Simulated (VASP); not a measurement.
# C (Pm-3m) in VASP: notebook

Runs on C. Level: PBE. Tasks: single point, relaxation of cell and atoms.

Everything below comes from runs of VASP 6.6.1. Logs are shortened: lines on timing, memory, paths and dates and some standing lists are left out, and cuts for length are marked.

**1. The cell of the first run**

It takes space group Pm-3m (No. 221, cubic). Conventional cell: a = 2.658 Å, b = 2.658 Å, c = 2.658 Å, α = 90.00°, β = 90.00°, γ = 90.00°. Within 2.5 Å of C (site symmetry 4/mmm) lie 8 C at 1.88 Å.

**2. Single point, PBE, collinear spin, ferromagnetic start**

INCAR

```
ALGO = Normal
EDIFF = 1E-6
ENCUT = 520
GGA = PE
ISIF = 2
ISMEAR = 0
ISPIN = 2
LASPH = True
LCHARG = False
LORBIT = 11
LREAL = False
LWAVE = False
MAGMOM = 1 1 1
NBANDS = 17
NELM = 150
PREC = Accurate
SIGMA = 0.1
```

KPOINTS

```
k-points
0
Gamma
  6 6 6
```

POSCAR

```
C
1.0
    2.6584642190      0.0000000000      0.0000000000
    0.0000000000      2.6584642190      0.0000000000
    0.0000000000      0.0000000000      2.6584642190
C
3
Direct
    0.5000000000      0.0000000000      0.0000000000
    0.0000000000      0.5000000000      0.0000000000
    0.0000000000      0.0000000000      0.5000000000
```

Potentials or basis: VASP PAW PBE potentials, release 64 (C).

On the command line:

```bash
$ cat potpaw_PBE.64/C/POTCAR > POTCAR
$ mpirun -np 1 vasp_std > vasp.out
```

OUTCAR:

```text
EDIFF = 1E-6
   ENCUT = 520
   GGA = PE
   ISIF = 2
   ISMEAR = 0
   ISPIN = 2
   LASPH = True
   LORBIT = 11
   LREAL = False
   NELM = 150
   PREC = Accurate

 ion  position               nearest neighbor table
   1  0.500  0.000  0.000-   2 1.88   3 1.88   3 1.88   2 1.88   2 1.88   3 1.88   3 1.88   2 1.88

   2  0.000  0.500  0.000-   1 1.88   3 1.88   3 1.88   1 1.88   3 1.88   3 1.88   1 1.88   1 1.88

   3  0.000  0.000  0.500-   1 1.88   2 1.88   1 1.88   2 1.88   2 1.88   2 1.88   1 1.88   1 1.88

  LATTYP: Found a simple cubic cell.
 ALAT       =     2.6584642190

  Lattice vectors:

 A1 = (   2.6584642190,   0.0000000000,   0.0000000000)
 A2 = (   0.0000000000,   2.6584642190,   0.0000000000)
 A3 = (   0.0000000000,   0.0000000000,   2.6584642190)

Analysis of symmetry for initial positions (statically):
=====================================================================
 Subroutine PRICEL returns:
 Original cell was already a primitive cell.

 Routine SETGRP: Setting up the symmetry group for a
 simple cubic supercell.

 Subroutine GETGRP returns: Found 48 space group operations
 (whereof 48 operations were pure point group operations)
 out of a pool of 48 trial point group operations.

The static configuration has the point symmetry O_h .

Analysis of symmetry for dynamics (positions and initial velocities):
=====================================================================
 Subroutine PRICEL returns:
 Original cell was already a primitive cell.

 Routine SETGRP: Setting up the symmetry group for a
 simple cubic supercell.

 Subroutine GETGRP returns: Found 48 space group operations
 (whereof 48 operations were pure point group operations)
 out of a pool of 48 trial point group operations.

The dynamic configuration has the point symmetry O_h .

Analysis of structural, dynamic, and magnetic symmetry:
=====================================================================
 Subroutine PRICEL returns:
 Original cell was already a primitive cell.

 Routine SETGRP: Setting up the symmetry group for a
 simple cubic supercell.

 Subroutine GETGRP returns: Found 48 space group operations
 (whereof 48 operations were pure point group operations)
 out of a pool of 48 trial point group operations.

The overall configuration has the point symmetry O_h .

 Subroutine INISYM returns: Found 48 space group operations
 (whereof 48 operations are pure point group operations),
 and found     1 'primitive' translations

----------------------------------------------------------------------------------------

                                     Primitive cell

  volume of cell :      18.7885

  direct lattice vectors                    reciprocal lattice vectors
     2.658464219  0.000000000  0.000000000     0.376157028  0.000000000  0.000000000
     0.000000000  2.658464219  0.000000000     0.000000000  0.376157028  0.000000000
     0.000000000  0.000000000  2.658464219     0.000000000  0.000000000  0.376157028

  length of vectors
     2.658464219  2.658464219  2.658464219     0.376157028  0.376157028  0.376157028

  position of ions in fractional coordinates (direct lattice)
     0.500000000  0.000000000  0.000000000
     0.000000000  0.500000000  0.000000000
     0.000000000  0.000000000  0.500000000

  ion indices of the primitive-cell ions
   primitive index   ion index
                 1           1
                 2           2
                 3           3

----------------------------------------------------------------------------------------

 KPOINTS: k-points

Automatic generation of k-mesh.
 Grid dimensions read from file:
 generate k-points for:    6    6    6

 Generating k-lattice:

  Cartesian coordinates                     Fractional coordinates (reciprocal lattice)
     0.062692838  0.000000000  0.000000000     0.166666667  0.000000000  0.000000000
     0.000000000  0.062692838  0.000000000     0.000000000  0.166666667  0.000000000
     0.000000000  0.000000000  0.062692838     0.000000000  0.000000000  0.166666667

  Length of vectors
     0.062692838  0.062692838  0.062692838

  Shift w.r.t. Gamma in fractional coordinates (k-lattice)
     0.000000000  0.000000000  0.000000000

 Subroutine IBZKPT returns following result:
 ===========================================

 Found     20 irreducible k-points:

 Following reciprocal coordinates:
            Coordinates               Weight
  0.000000  0.000000  0.000000      1.000000
  0.166667  0.000000  0.000000      6.000000
  0.333333  0.000000  0.000000      6.000000
  0.500000  0.000000  0.000000      3.000000
  0.166667  0.166667  0.000000     12.000000
  0.333333  0.166667  0.000000     24.000000
[... 12 lines left out ...]
  0.500000  0.500000  0.333333      6.000000
  0.500000  0.500000  0.500000      1.000000
   k-points           NKPTS =     20   k-points in BZ     NKDIM =     20   number of bands    NBANDS=     17
   number of dos      NEDOS =    301   number of ions     NIONS =      3
   total plane-waves  NPLWV =   8000
   dimension x,y,z NGX =    20 NGY =   20 NGZ =   20
   dimension x,y,z NGXF=    40 NGYF=   40 NGZF=   40
   ions per type =               3
   NGX,Y,Z   is equivalent  to a cutoff of  12.51, 12.51, 12.51 a.u.
   NGXF,Y,Z  is equivalent  to a cutoff of  25.01, 25.01, 25.01 a.u.
 SYSTEM =  unknown system
   PREC   = accura    normal or accurate (medium, high low for compatibility)
   ISTART =      0    job   : 0-new  1-cont  2-samecut
   ICHARG =      2    charge: 1-file 2-atom 10-const
   ISPIN  =      2    spin polarized calculation?
   LNONCOLLINEAR =      F non collinear calculations
   LSORBIT =      F    spin-orbit coupling
   LASPH  =      T    aspherical Exc in radial PAW
   ENCUT  =  520.0 eV  38.22 Ry    6.18 a.u.   4.94  4.94  4.94*2*pi/ulx,y,z
   NELM   =    150;   NELMIN=  2; NELMDL= -5     # of ELM steps
   EDIFF  = 0.1E-05   stopping-criterion for ELM
   LREAL  =      F    real-space projection
   EDIFFG = 0.1E-04   stopping-criterion for IOM
   NSW    =      0    number of steps for IOM
   IBRION =     -1    ionic relax: 0-MD 1-quasi-New 2-CG
   NFREE  =      0    steps in history (QN), initial steepest desc. (CG)
   ISIF   =      2    stress and relaxation
   ISYM   =      2    0-nonsym 1-usesym 2-fastsym
   POTIM  = 0.5000    time-step for ionic-motion
[... 19 lines left out ...]
   IVDW    =     0    specifies the selected vdW correction
   LEPSILON=     F    determine dielectric tensor
   LRPA    =     F    only Hartree local field effects (RPA)
 spin polarized calculation
 Gauss-broadening in eV      SIGMA  =   0.10
  energy-cutoff  :      520.00
  volume of cell :       18.79
 maximum number of plane-waves:       516
 NGX is ok and might be reduce to    20
   NGX =  9   NGY =  9   NGZ =  9

 number of electron      11.9999999 magnetization      -0.0005116

 number of electron      11.9999999 magnetization       0.0000858

 Free energy of the ion-electron system (eV)
  ---------------------------------------------------
  ext. energy  EPLUGINS =         0.00000000
  ---------------------------------------------------
  free energy    TOTEN  =       -16.76442851 eV

  energy without entropy =      -16.76099825  energy(sigma->0) =      -16.76271338

 E-fermi :  10.0937     XC(G=0): -13.1405

 val. band max:        9.9724530619   @ k =   0.5000   0.3333   0.1667
 cond. band min:      10.1612275355   @ k =   0.5000   0.3333   0.0000
 fundamental gap:      0.1887744736
 Fermi energy:        10.0936936634

 spin component 1

 k-point     1 :       0.0000    0.0000    0.0000
  band No.  band energies     occupation
      1     -11.8814      1.00000
      2       2.6213      1.00000
      3       2.6213      1.00000
      4       2.6213      1.00000
      5       7.1126      1.00000
      6       7.1126      1.00000
[... 9 lines left out ...]
     16      31.9797      0.00000
     17      33.1324      0.00000

 k-point     2 :       0.1667    0.0000    0.0000
  band No.  band energies     occupation
      1     -11.4239      1.00000
      2      -0.1385      1.00000
      3       3.0671      1.00000
      4       3.0671      1.00000
      5       7.4263      1.00000
      6       9.2835      1.00000
[... 9 lines left out ...]
     16      33.8663      0.00000
     17      33.8664      0.00000

 k-point     3 :       0.3333    0.0000    0.0000
  band No.  band energies     occupation
      1     -10.1132      1.00000
      2      -3.8527      1.00000
      3       4.2729      1.00000
      4       4.2729      1.00000
      5       8.3402      1.00000
      6      11.1504      0.00000
[... 312 lines left out ...]
 k-point    19 :       0.5000    0.5000    0.3333
  band No.  band energies     occupation
      1      -4.1337      1.00000
      2      -1.3066      1.00000
      3      -1.3066      1.00000
      4       1.0927      1.00000
      5       2.4313      1.00000
      6       4.0960      1.00000
[... 9 lines left out ...]
     16      39.0801      0.00000
     17      41.6049      0.00000

 k-point    20 :       0.5000    0.5000    0.5000
  band No.  band energies     occupation
      1      -3.0741      1.00000
      2       0.5361      1.00000
      3       0.5361      1.00000
      4       0.5361      1.00000
      5       1.4551      1.00000
      6       1.4551      1.00000
[... 9 lines left out ...]
     16      41.3361      0.00000
     17      44.8383      0.00000
 Fermi energy:        10.0936936634

 spin component 2

 k-point     1 :       0.0000    0.0000    0.0000
  band No.  band energies     occupation
      1     -11.8813      1.00000
      2       2.6213      1.00000
      3       2.6213      1.00000
      4       2.6213      1.00000
      5       7.1127      1.00000
      6       7.1127      1.00000
[... 9 lines left out ...]
     16      31.9797      0.00000
     17      33.1324      0.00000

 k-point     2 :       0.1667    0.0000    0.0000
  band No.  band energies     occupation
      1     -11.4238      1.00000
      2      -0.1384      1.00000
      3       3.0671      1.00000
      4       3.0671      1.00000
      5       7.4263      1.00000
      6       9.2836      1.00000
[... 9 lines left out ...]
     16      33.8664      0.00000
     17      33.8669      0.00000

 k-point     3 :       0.3333    0.0000    0.0000
  band No.  band energies     occupation
      1     -10.1132      1.00000
      2      -3.8526      1.00000
      3       4.2729      1.00000
      4       4.2729      1.00000
      5       8.3403      1.00000
      6      11.1505      0.00000
[... 312 lines left out ...]
 k-point    19 :       0.5000    0.5000    0.3333
  band No.  band energies     occupation
      1      -4.1336      1.00000
      2      -1.3065      1.00000
      3      -1.3065      1.00000
      4       1.0928      1.00000
      5       2.4314      1.00000
      6       4.0961      1.00000
[... 9 lines left out ...]
     16      39.0802      0.00000
     17      41.6050      0.00000

 k-point    20 :       0.5000    0.5000    0.5000
  band No.  band energies     occupation
      1      -3.0740      1.00000
      2       0.5362      1.00000
      3       0.5362      1.00000
      4       0.5362      1.00000
      5       1.4551      1.00000
      6       1.4551      1.00000
[... 9 lines left out ...]
     16      41.3362      0.00000
     17      44.8557      0.00000

------------------------ aborting loop because EDIFF is reached ----------------------------------------

  FORCE on cell =-STRESS in cart. coord.  units (eV):
  Direction    XX          YY          ZZ          XY          YZ          ZX
  --------------------------------------------------------------------------------------
  -------------------------------------------------------------------------------------
  Total       -0.0175374     -0.0175374     -0.0175374      0.0000000      0.0000000     -0.0000000
  in kB       -1.4954881     -1.4954881     -1.4954881      0.0000000      0.0000000     -0.0000000
  external PRESSURE =      -1.4954881 kB  Pullay stress =       0.0000000 kB

 VOLUME and BASIS-vectors are now :
 -----------------------------------------------------------------------------
  energy-cutoff  :      520.00
  volume of cell :       18.79
      direct lattice vectors                 reciprocal lattice vectors
     2.658464219  0.000000000  0.000000000     0.376157028  0.000000000  0.000000000
     0.000000000  2.658464219  0.000000000     0.000000000  0.376157028  0.000000000
     0.000000000  0.000000000  2.658464219     0.000000000  0.000000000  0.376157028

 POSITION                                       TOTAL-FORCE (eV/Angst)
 -----------------------------------------------------------------------------------
      1.32923      0.00000      0.00000         0.000000      0.000000      0.000000
      0.00000      1.32923      0.00000         0.000000      0.000000      0.000000
      0.00000      0.00000      1.32923         0.000000      0.000000      0.000000
 -----------------------------------------------------------------------------------
    total drift:                                0.000000      0.000000     -0.000000

  FREE ENERGIE OF THE ION-ELECTRON SYSTEM (eV)
  ---------------------------------------------------
  free  energy   TOTEN  =       -16.7644285136 eV

  energy  without entropy=      -16.7609982506  energy(sigma->0) =      -16.76271338

 total charge

# of ion       s       p       d       tot
------------------------------------------
    1        0.912   1.295   0.000   2.207
    2        0.912   1.295   0.000   2.207
    3        0.912   1.295   0.000   2.207
--------------------------------------------------
tot          2.736   3.885   0.000   6.621

 magnetization (x)

# of ion       s       p       d       tot
------------------------------------------
    1        0.000   0.000   0.000   0.000
    2        0.000   0.000   0.000   0.000
    3        0.000   0.000   0.000   0.000
--------------------------------------------------
tot          0.000   0.000   0.000   0.000
```

It took 8.4 s on 1 thread of Intel Xeon Platinum 8488C (Sapphire Rapids), shared host; peak memory 0.12 GiB.

What came out:

```yaml
Free_energy: -16.7644 eV
Pressure: -0.1 GPa
Band_gap_on_the_k_mesh: zero (filled and empty bands overlap)
Net_moment: 0.00 μB per cell
Valence_electrons_inside_the_program's_atomic_spheres: C 2.21
```

Levels at points of the mesh, in eV from the Fermi level:
Spin up:
```tsv
k point	band 2	band 3	band 4	band 5	band 6	band 7	band 8	band 9	band 10	band 11
(0.00, 0.00, 0.00)	-7.47	-7.47	-7.47	-2.98	-2.98	4.27	4.27	4.27	5.97	8.94
(0.50, 0.00, 0.00)	-16.14	-4.82	-4.82	-0.65	-0.53	-0.53	0.24	2.36	5.77	7.71
(0.50, 0.50, 0.00)	-13.22	-13.22	-9.90	-0.99	0.29	0.29	2.11	4.36	4.36	9.57
(0.50, 0.50, 0.50)	-9.56	-9.56	-9.56	-8.64	-8.64	-8.64	4.97	9.95	9.95	10.63
```
Spin down:
| k point | band 2 | band 3 | band 4 | band 5 | band 6 | band 7 | band 8 | band 9 | band 10 | band 11 |
| --- | --- | --- | --- | --- | --- | --- | --- | --- | --- | --- |
| (0.00, 0.00, 0.00) | -7.47 | -7.47 | -7.47 | -2.98 | -2.98 | 4.27 | 4.27 | 4.27 | 5.97 | 8.94 |
| (0.50, 0.00, 0.00) | -16.14 | -4.82 | -4.82 | -0.65 | -0.53 | -0.53 | 0.24 | 2.36 | 5.77 | 7.71 |
| (0.50, 0.50, 0.00) | -13.22 | -13.22 | -9.90 | -0.99 | 0.29 | 0.29 | 2.11 | 4.36 | 4.36 | 9.57 |
| (0.50, 0.50, 0.50) | -9.56 | -9.56 | -9.56 | -8.64 | -8.64 | -8.64 | 4.97 | 9.95 | 9.95 | 10.63 |

Caveat: the k points lie up to 0.39 Å⁻¹ apart.

**3. Single point, PBE**

This run uses another cell than the first one, of 5.99 Å³/atom, 0.957 times its volume.

INCAR

```
PREC = Accurate
ENCUT = 520
EDIFF = 1E-6
ISMEAR = 0
SIGMA = 0.1
LREAL = F
LASPH = T
NELM = 80
ALGO = Normal
ISIF = 2
LWAVE = F
LCHARG = F
GGA = PE
NBANDS = 13
```

KPOINTS

```
regular mesh
0
Gamma
  18 18 18
```

POSCAR

```
C
1.0
    2.6198182141      0.0000000000      0.0000000000
    0.0000000000      2.6198182141      0.0000000000
    0.0000000000      0.0000000000      2.6198182141
C
3
Direct
    0.5000000000      0.0000000000      0.0000000000
    0.0000000000      0.5000000000      0.0000000000
    0.0000000000      0.0000000000      0.5000000000
```

Potentials or basis: VASP PAW PBE potentials, release 64 (C).

On the command line:

```bash
$ cat potpaw_PBE.64/C/POTCAR > POTCAR
$ mpirun -np 1 vasp_std > vasp.out
```

Wall time 18 s (1 thread of Intel Xeon Platinum 8488C (Sapphire Rapids), shared host); peak memory 0.15 GiB.

The run converged. Its results:

| Item | Value |
| --- | --- |
| Free energy | -16.7450 eV |
| Pressure | -0.2 GPa |
| Band gap on the k mesh | zero (band 6 reaches 11.80 eV, above the bottom of band 7 at 1.72 eV) |

Levels at points of the mesh, in eV from the Fermi level:
| k point | band 2 | band 3 | band 4 | band 5 | band 6 | band 7 | band 8 | band 9 | band 10 | band 11 |
| --- | --- | --- | --- | --- | --- | --- | --- | --- | --- | --- |
| (0.00, 0.00, 0.00) | -7.86 | -7.86 | -7.86 | -2.83 | -2.83 | 4.40 | 4.40 | 4.40 | 5.77 | 9.25 |
| (0.50, 0.00, 0.00) | -16.70 | -5.12 | -5.12 | -0.66 | -0.66 | -0.26 | 0.13 | 2.33 | 6.16 | 7.98 |
| (0.50, 0.50, 0.00) | -13.62 | -13.62 | -10.41 | -1.15 | 0.21 | 0.21 | 2.37 | 4.62 | 4.62 | 9.92 |
| (0.50, 0.50, 0.50) | -9.70 | -9.70 | -9.70 | -9.09 | -9.09 | -9.09 | 4.74 | 10.33 | 10.33 | 11.07 |

**4. Relaxation of cell and atoms, PBE**

INCAR

```
SYSTEM = C
ALGO = Normal
EDIFF = 1E-6
EDIFFG = -0.01
ENCUT = 600
GGA = PE
IBRION = 2
ISIF = 3
ISMEAR = 0
LASPH = .True.
LCHARG = .False.
LREAL = .False.
LWAVE = .False.
NELM = 100
NSW = 100
PREC = Accurate
SIGMA = 0.1
```

KPOINTS

```
k-points
0
Gamma
  18 18 18
  0 0 0
```

POSCAR

```
C
1.0
    2.6584642190      0.0000000000      0.0000000000
    0.0000000000      2.6584642190      0.0000000000
    0.0000000000      0.0000000000      2.6584642190
C
3
Direct
    0.5000000000      0.0000000000      0.0000000000
    0.0000000000      0.5000000000      0.0000000000
    0.0000000000      0.0000000000      0.5000000000
```

On the command line:

```bash
$ cat potpaw_PBE.64/C/POTCAR > POTCAR
$ mpirun -np 1 vasp_std > vasp.out
```

Run time: 38 s. Hardware: 1 thread of Intel Xeon Platinum 8488C (Sapphire Rapids), shared host; peak memory 0.16 GiB.

The run converged. Its results:

```yaml
Free_energy: -16.7497 eV
Relaxed_volume: 5.97 Å³/atom
Relaxed_cell: a = 2.617 Å, b = 2.617 Å, c = 2.617 Å, α = 90.00°, β = 90.00°, γ = 90.00°
Space_group_after_relaxing_to_0.05_Å: Pm-3m (No. 221)
Energy_gained_by_relaxing: 6.5 meV/atom
Ionic_steps: 3
Pressure_after_relaxing: -0.1 GPa
Band_gap_on_the_k_mesh: zero (band 6 reaches 11.86 eV, above the bottom of band 7 at 1.74 eV)
```

The path:
```
step  energy change (eV)  largest force (eV/Å)  pressure (GPa)  volume (Å³)
   1              0.0000                0.0000           -6.59        18.79
   2             -0.0184                0.0000           -1.62        18.10
   3             -0.0194                0.0000           -0.09        17.92
```

Final structure:
```
C
1.0
     2.61691    0.00000    0.00000
     0.00000    2.61691    0.00000
     0.00000    0.00000    2.61691
C
3
Direct
  0.50000 0.00000 0.00000
  0.00000 0.50000 0.00000
  0.00000 0.00000 0.50000
```

Levels at points of the mesh, in eV from the Fermi level:
| k point | band 2 | band 3 | band 4 | band 5 | band 6 | band 7 | band 8 | band 9 | band 10 |
| --- | --- | --- | --- | --- | --- | --- | --- | --- | --- |
| (0.00, 0.00, 0.00) | -7.90 | -7.90 | -7.90 | -2.82 | -2.82 | 4.41 | 4.41 | 4.41 | 5.75 |
| (0.50, 0.00, 0.00) | -16.75 | -5.14 | -5.14 | -0.68 | -0.68 | -0.24 | 0.12 | 2.32 | 6.19 |
| (0.50, 0.50, 0.00) | -13.66 | -13.66 | -10.46 | -1.17 | 0.20 | 0.20 | 2.38 | 4.63 | 4.63 |
| (0.50, 0.50, 0.50) | -9.72 | -9.72 | -9.72 | -9.13 | -9.13 | -9.13 | 4.72 | 10.35 | 10.35 |

**5. Overview**

| task | spin | cell | k mesh | cutoff (eV) | gap on the mesh (eV) | pressure (GPa) |
| --- | --- | --- | --- | --- | --- | --- |
| single point | collinear, ferromagnetic start | a = 2.658 Å, 3 atoms | 6 × 6 × 6 | 520 | none | -0.1 |
| single point | off | a = 2.620 Å, 3 atoms | 18 × 18 × 18 | 520 | none | -0.2 |
| relaxation of cell and atoms | off | relaxed from a = 2.658 Å, 3 atoms | 18 × 18 × 18 | 600 | none | -0.1 |

Alike in all rows: level PBE; potentials or basis VASP PAW PBE potentials, release 64 (C); smearing gaussian 0.1 eV.

Caveats: some runs use coarse meshes.

Absolute energies hang on the potentials; compare differences alone.
